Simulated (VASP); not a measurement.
# HfN in VASP: a series of runs

The runs below take HfN through single point, with PBEsol.

Program: VASP 6.6.1. These are calculated values, not measurements. Logs are shortened: lines on timing, memory, paths and dates and some standing lists are left out, and cuts for length are marked.

### Step 1. The cell of the first run

It takes space group Fm-3m (No. 225, cubic). The conventional cell has a = 4.512 Å, b = 4.512 Å, c = 4.512 Å, α = 90.00°, β = 90.00°, γ = 90.00°. Within 3.0 Å of Hf (site symmetry m-3m) lie 6 N at 2.26 Å. Within 3.0 Å of N (site symmetry m-3m) lie 6 Hf at 2.26 Å.

### Step 2. Single point, PBEsol

INCAR reads:

```
SYSTEM = HfN
PREC = Accurate ; ENCUT = 600
EDIFF = 1E-6 ; ISMEAR = 0
SIGMA = 0.1 ; LREAL = .False.
LASPH = .True. ; NELM = 120
ALGO = Normal ; ISIF = 2
LWAVE = .False. ; LCHARG = .False.
GGA = PS ; NBANDS = 14
GGA_COMPAT = .False.
```

KPOINTS reads:

```
regular mesh
0
Gamma
  8 8 8
  0 0 0
```

POSCAR reads:

```
HfN
1.0
    0.0000000000      2.2558601243      2.2558601243
    2.2558601243      0.0000000000      2.2558601243
    2.2558601243      2.2558601243      0.0000000000
Hf N
1 1
Direct
    0.0000000000      0.0000000000      0.0000000000
    0.5000000000      0.5000000000      0.5000000000
```

Potentials or basis: VASP PAW PBE potentials, release 64 (Hf_pv, N).

Command:

```sh
$ cat potpaw_PBE.64/Hf_pv/POTCAR potpaw_PBE.64/N/POTCAR > POTCAR
$ mpirun -np 1 vasp_std > vasp.out
```

OUTCAR:

```text
SYSTEM = HfN
   PREC = Accurate
   ENCUT = 600
   EDIFF = 1E-6
   ISMEAR = 0
   LREAL = .False.
   LASPH = .True.
   NELM = 120
   ISIF = 2
   GGA = PS

 ion  position               nearest neighbor table
   1  0.000  0.000  0.000-   2 2.26   2 2.26   2 2.26   2 2.26   2 2.26   2 2.26
   2  0.500  0.500  0.500-   1 2.26   1 2.26   1 2.26   1 2.26   1 2.26   1 2.26

  LATTYP: Found a face centered cubic cell.
 ALAT       =     4.5117202486

  Lattice vectors:

 A1 = (   0.0000000000,   2.2558601243,   2.2558601243)
 A2 = (   2.2558601243,   0.0000000000,   2.2558601243)
 A3 = (   2.2558601243,   2.2558601243,   0.0000000000)

Analysis of symmetry for initial positions (statically):
=====================================================================
 Subroutine PRICEL returns:
 Original cell was already a primitive cell.

 Routine SETGRP: Setting up the symmetry group for a
 face centered cubic supercell.

 Subroutine GETGRP returns: Found 48 space group operations
 (whereof 48 operations were pure point group operations)
 out of a pool of 48 trial point group operations.

The static configuration has the point symmetry O_h .

Analysis of symmetry for dynamics (positions and initial velocities):
=====================================================================
 Subroutine PRICEL returns:
 Original cell was already a primitive cell.

 Routine SETGRP: Setting up the symmetry group for a
 face centered cubic supercell.

 Subroutine GETGRP returns: Found 48 space group operations
 (whereof 48 operations were pure point group operations)
 out of a pool of 48 trial point group operations.

The dynamic configuration has the point symmetry O_h .

 Subroutine INISYM returns: Found 48 space group operations
 (whereof 48 operations are pure point group operations),
 and found     1 'primitive' translations

----------------------------------------------------------------------------------------

                                     Primitive cell

  volume of cell :      22.9597

  direct lattice vectors                    reciprocal lattice vectors
     0.000000000  2.255860124  2.255860124    -0.221644948  0.221644948  0.221644948
     2.255860124  0.000000000  2.255860124     0.221644948 -0.221644948  0.221644948
     2.255860124  2.255860124  0.000000000     0.221644948  0.221644948 -0.221644948

  length of vectors
     3.190267983  3.190267983  3.190267983     0.383900311  0.383900311  0.383900311

  position of ions in fractional coordinates (direct lattice)
     0.000000000  0.000000000  0.000000000
     0.500000000  0.500000000  0.500000000

  ion indices of the primitive-cell ions
   primitive index   ion index
                 1           1
                 2           2

[... 88 lines left out ...]
   IALGO  =     38    algorithm
   IMIX   =      4    mixing-type and parameters
     AMIX     =   0.40;   BMIX     =  1.00
     AMIX_MAG =   1.60;   BMIX_MAG =  1.00
  volume/ion in A,a.u.               =      11.48        77.47
  Fermi-wavevector in a.u.,A,eV,Ry     =   1.420528  2.684408 27.455188  2.017899
  Thomas-Fermi vector in A             =   2.541434
   LORBIT       =      0    0 simple, 1 ext, 2 COOP (PROOUT), +10 PAW based schemes
   GGA     = PS    functional components
   LHFCALC =     F    Hartree Fock is set to
   AEXX    =    0.0000 exact exchange contribution
   IVDW    =     0    specifies the selected vdW correction
   LEPSILON=     F    determine dielectric tensor
   LRPA    =     F    only Hartree local field effects (RPA)
 non-spin polarized calculation
 Gauss-broadening in eV      SIGMA  =   0.10
  energy-cutoff  :      600.00
  volume of cell :       22.96
 maximum number of plane-waves:       778
 NGX is ok and might be reduce to    28
   NGX = 13   NGY = 13   NGZ = 13

 number of electron      15.0000002 magnetization

 Free energy of the ion-electron system (eV)
  ---------------------------------------------------
  ext. energy  EPLUGINS =         0.00000000
  ---------------------------------------------------
  free energy    TOTEN  =       -22.97714178 eV

  energy without entropy =      -22.97300518  energy(sigma->0) =      -22.97507348

 E-fermi :   8.2178     XC(G=0): -12.9161

 val. band max:        8.1770265480   @ k =   0.1250   0.0000   0.0000
 cond. band min:       8.2284742230   @ k =   0.3750   0.1250   0.0000
 fundamental gap:      0.0514476750
 Fermi energy:         8.2177600287

 k-point     1 :       0.0000    0.0000    0.0000
  band No.  band energies     occupation
      1     -22.8188      2.00000
      2     -22.8188      2.00000
      3     -22.8188      2.00000
      4      -9.2197      2.00000
      5       5.2582      2.00000
      6       5.2582      2.00000
      7       5.2582      2.00000
      8       7.8584      2.00000
      9       7.8584      2.00000
     10       7.8584      2.00000
     11      10.0913      0.00000
     12      10.1847      0.00000
     13      10.1847      0.00000
     14      17.7823      0.00000
[... 377 lines left out ...]
      1     -23.6449      2.00000
      2     -23.1535      2.00000
      3     -22.9912      2.00000
      4      -6.9704      2.00000
      5       0.4811      2.00000
      6       2.4792      2.00000
      7       2.5432      2.00000
      8       9.8815      0.00000
      9      10.3128      0.00000
     10      12.6330      0.00000
     11      14.6413      0.00000
     12      16.0573      0.00000
     13      17.6642      0.00000
     14      18.9539      0.00000

 [... further k-points ...]

------------------------ aborting loop because EDIFF is reached ----------------------------------------

  FORCE on cell =-STRESS in cart. coord.  units (eV):
  Direction    XX          YY          ZZ          XY          YZ          ZX
  --------------------------------------------------------------------------------------
  -------------------------------------------------------------------------------------
  Total       -0.5630579     -0.5630579     -0.5630579      0.0000000     -0.0000000      0.0000000
  in kB      -39.2913701    -39.2913701    -39.2913701      0.0000000     -0.0000000      0.0000000
  external PRESSURE =     -39.2913701 kB  Pullay stress =       0.0000000 kB

 VOLUME and BASIS-vectors are now :
 -----------------------------------------------------------------------------
  energy-cutoff  :      600.00
  volume of cell :       22.96
      direct lattice vectors                 reciprocal lattice vectors
     0.000000000  2.255860124  2.255860124    -0.221644948  0.221644948  0.221644948
     2.255860124  0.000000000  2.255860124     0.221644948 -0.221644948  0.221644948
     2.255860124  2.255860124  0.000000000     0.221644948  0.221644948 -0.221644948

 POSITION                                       TOTAL-FORCE (eV/Angst)
 -----------------------------------------------------------------------------------
      0.00000      0.00000      0.00000         0.000000      0.000000      0.000000
      2.25586      2.25586      2.25586        -0.000000     -0.000000     -0.000000
 -----------------------------------------------------------------------------------
    total drift:                                0.000000      0.000000      0.000000

  FREE ENERGIE OF THE ION-ELECTRON SYSTEM (eV)
  ---------------------------------------------------
  free  energy   TOTEN  =       -22.9771417798 eV

  energy  without entropy=      -22.9730051756  energy(sigma->0) =      -22.97507348
```

Wall time 11 s (1 thread of AMD EPYC 7R13 (Zen 3), shared host); peak memory 0.13 GiB.

What came out:

- Free energy: -22.9771 eV
- Pressure: -3.9 GPa
- Band gap on the k mesh: zero (an odd number of electrons rules out a gap without spin polarisation)

Caveat: the cell stands under tension; the PAW data sets were made with another functional, which shifts forces and pressure a little; spin-orbit coupling is left out, which moves the levels of the heavy elements.

### Step 3. Single point, PBEsol (strain along c alone, the other axes held: -3.0 %)

INCAR reads:

```
SYSTEM = HfN
PREC = Accurate ; ENCUT = 520
EDIFF = 1E-7 ; ISMEAR = 0
SIGMA = 0.1 ; LREAL = .FALSE.
LASPH = .TRUE. ; NELM = 100
ALGO = Normal ; ISIF = 2
LWAVE = .FALSE. ; LCHARG = .TRUE.
GGA = PS ; LELF = .TRUE.
LVHAR = .TRUE. ; NBANDS = 23
```

KPOINTS reads:

```
Automatic mesh
0
G
  16 16 12
  0 0 0
```

POSCAR reads:

```
HfN
1.0
    2.2508679147      2.2508679147      0.0000000000
   -2.2508679147      2.2508679147      0.0000000000
    0.0000000000      0.0000000000      4.3666837546
Hf N
2 2
Direct
    0.0000000000      0.0000000000      0.0000000000
    0.5000000000      0.5000000000      0.5000000000
    0.5000000000      0.5000000000      0.0000000000
    0.0000000000      0.0000000000      0.5000000000
```

Potentials or basis: VASP PAW PBE potentials, release 64 (Hf_pv, N).

Command:

```sh
$ cat potpaw_PBE.64/Hf_pv/POTCAR potpaw_PBE.64/N/POTCAR > POTCAR
$ mpirun -np 1 vasp_std > vasp.out
```

Run time: 5 min. Hardware: 1 thread of Intel Xeon 8259CL, shared host; peak memory 0.37 GiB.

The run converged. Its results:

```
Free energy            : -45.9164 eV
Pressure               : 7.7 GPa
Band gap on the k mesh : zero (bands 15 and 16 overlap by 6.99 eV)
```

Stress tensor (GPa, compression positive):
```
 1.16  0.00  0.00
 0.00  1.16  0.00
 0.00  0.00 20.67
```

Levels at points of the mesh, in eV from the Fermi level:
```tsv
k point	band 13	band 14	band 15	band 16	band 17	band 18
(0.00, 0.00, 0.00)	-3.09	-3.09	-2.90	-0.51	-0.51	-0.16
(0.50, 0.00, 0.00)	-5.17	-5.17	1.72	1.72	2.17	2.17
(0.50, 0.50, 0.00)	-3.71	-3.71	-3.52	-3.52	4.21	4.21
(0.00, 0.00, 0.50)	-4.06	-4.06	-2.57	-2.57	2.91	2.91
(0.50, 0.00, 0.50)	-6.38	-6.38	3.47	3.47	3.86	3.86
(0.50, 0.50, 0.50)	-5.66	-5.66	1.50	1.50	1.50	1.50
```

Caveat: the cell differs from its parent crystal (strain along c alone, the other axes held: -3.0 %); the cell stands under pressure; the PAW data sets were made with another functional, which shifts forces and pressure a little; spin-orbit coupling is left out, which moves the levels of the heavy elements.

### Step 4. Single point, PBEsol (strain along c alone, the other axes held: -1.5 %)

INCAR reads:

```
ALGO     = Normal         # electronic algorithm
EDIFF    = 1E-7           # SCF threshold, eV
ENCUT    = 520            # plane-wave cutoff, eV
GGA      = PS             # functional
ISIF     = 2              # what is computed and relaxed
ISMEAR   = 0              # smearing method
LASPH    = True           # aspherical terms in the spheres
LCHARG   = True           # write CHGCAR
LELF     = True           # ELF
LREAL    = False          # projectors in reciprocal space
LVHAR    = True         
LWAVE    = False          # write WAVECAR
NBANDS   = 23             # bands
NELM     = 60             # most SCF steps
PREC     = Accurate       # precision mode
SIGMA    = 0.1            # smearing width, eV
```

KPOINTS reads:

```
k-points
0
Gamma
  16 16 12
```

Changes to POSCAR since step 3:

```diff
@@ -4,3 +4,3 @@
    -2.2508679147      2.2508679147      0.0000000000
-    0.0000000000      0.0000000000      4.3666837546
+    0.0000000000      0.0000000000      4.4342097920
 Hf N
```

Potentials or basis: VASP PAW PBE potentials, release 64 (Hf_pv, N).

Command:

```sh
$ cat potpaw_PBE.64/Hf_pv/POTCAR potpaw_PBE.64/N/POTCAR > POTCAR
$ mpirun -np 1 vasp_std > vasp.out
```

OUTCAR:

```text
EDIFF = 1E-7
   ENCUT = 520
   GGA = PS
   ISIF = 2
   ISMEAR = 0
   LASPH = True
   LREAL = False
   NELM = 60
   PREC = Accurate

 ion  position               nearest neighbor table
   1  0.000  0.000  0.000-   4 2.22   4 2.22   3 2.25   3 2.25   3 2.25   3 2.25   2 3.16   2 3.16
                             2 3.16   2 3.16   2 3.16   2 3.16   2 3.16   2 3.16
   2  0.500  0.500  0.500-   3 2.22   3 2.22   4 2.25   4 2.25   4 2.25   4 2.25   1 3.16   1 3.16
[... 847 lines left out ...]
  Direction    XX          YY          ZZ          XY          YZ          ZX
  --------------------------------------------------------------------------------------
  -------------------------------------------------------------------------------------
  Total       -0.1556207     -0.1556207      2.2851704      0.0000000     -0.0000000     -0.0000000
  in kB       -5.5492161     -5.5492161     81.4859853      0.0000000     -0.0000000     -0.0000000
  external PRESSURE =      23.4625177 kB  Pullay stress =       0.0000000 kB

 VOLUME and BASIS-vectors are now :
 -----------------------------------------------------------------------------
  energy-cutoff  :      520.00
  volume of cell :       44.93
      direct lattice vectors                 reciprocal lattice vectors
     2.250867915  2.250867915  0.000000000     0.222136535  0.222136535  0.000000000
    -2.250867915  2.250867915  0.000000000    -0.222136535  0.222136535  0.000000000
     0.000000000  0.000000000  4.434209792     0.000000000  0.000000000  0.225519325

 POSITION                                       TOTAL-FORCE (eV/Angst)
 -----------------------------------------------------------------------------------
      0.00000      0.00000      0.00000         0.000000     -0.000000      0.000000
      0.00000      2.25087      2.21710         0.000000     -0.000000     -0.000000
      0.00000      2.25087      0.00000         0.000000      0.000000      0.000000
      0.00000      0.00000      2.21710        -0.000000      0.000000      0.000000
 -----------------------------------------------------------------------------------
    total drift:                                0.000000     -0.000000     -0.000000

  FREE ENERGIE OF THE ION-ELECTRON SYSTEM (eV)
  ---------------------------------------------------
  free  energy   TOTEN  =       -45.9776364561 eV

  energy  without entropy=      -45.9725006500  energy(sigma->0) =      -45.97506855
```

stdout:

```text
POSCAR found type information on POSCAR HfN
 POSCAR found :  2 types and       4 ions
 scaLAPACK will be used
 -----------------------------------------------------------------------------
|                                                                             |
|                                                                             |
|     You enforced a specific xc type in the INCAR file but a different       |
|     I HOPE YOU KNOW WHAT YOU ARE DOING!                                     |
|                                                                             |
 -----------------------------------------------------------------------------

 LDA part: xc-table for (Slater+PW92), standard interpolation
 POSCAR, INCAR and KPOINTS ok, starting setup
 FFT: planning ... GRIDC
 FFT: planning ... GRID_SOFT
 FFT: planning ... GRID
 WAVECAR not read
 entering main loop
```

It took 4.5 min on 1 thread of Intel Xeon 8259CL, shared host; peak memory 0.38 GiB.

What came out:

* Free energy: -45.9776 eV
* Pressure: 2.3 GPa
* Band gap on the k mesh: zero (bands 15 and 16 overlap by 7.01 eV)

Caveat: the cell differs from its parent crystal (strain along c alone, the other axes held: -1.5 %); the PAW data sets were made with another functional, which shifts forces and pressure a little; spin-orbit coupling is left out, which moves the levels of the heavy elements.

### Step 5. Overview

```csv
cell,k mesh,cutoff (eV),gap on the mesh (eV),pressure (GPa)
"a = 3.190 Å, angles 60.0°, 2 atoms, atomic positions A",8 × 8 × 8,600,none,-3.9
"a = 3.183, b = 3.183, c = 4.367 Å, 4 atoms, atomic positions B",16 × 16 × 12,520,none,7.7
"a = 3.183, b = 3.183, c = 4.434 Å, 4 atoms, atomic positions B",16 × 16 × 12,520,none,2.3
```

Alike in all rows: task single point; level PBEsol; potentials or basis VASP PAW PBE potentials, release 64 (Hf_pv, N); no spin polarisation; smearing gaussian 0.1 eV.

Caveats: the PAW data sets were made with another functional, which shifts forces and pressure a little; spin-orbit coupling is left out, which moves the levels of the heavy elements; the cell stands under tension (at least some runs); the cell stands under pressure (at least some runs).

Total energies depend on the potentials used, so only differences within one code and one set of settings carry meaning.
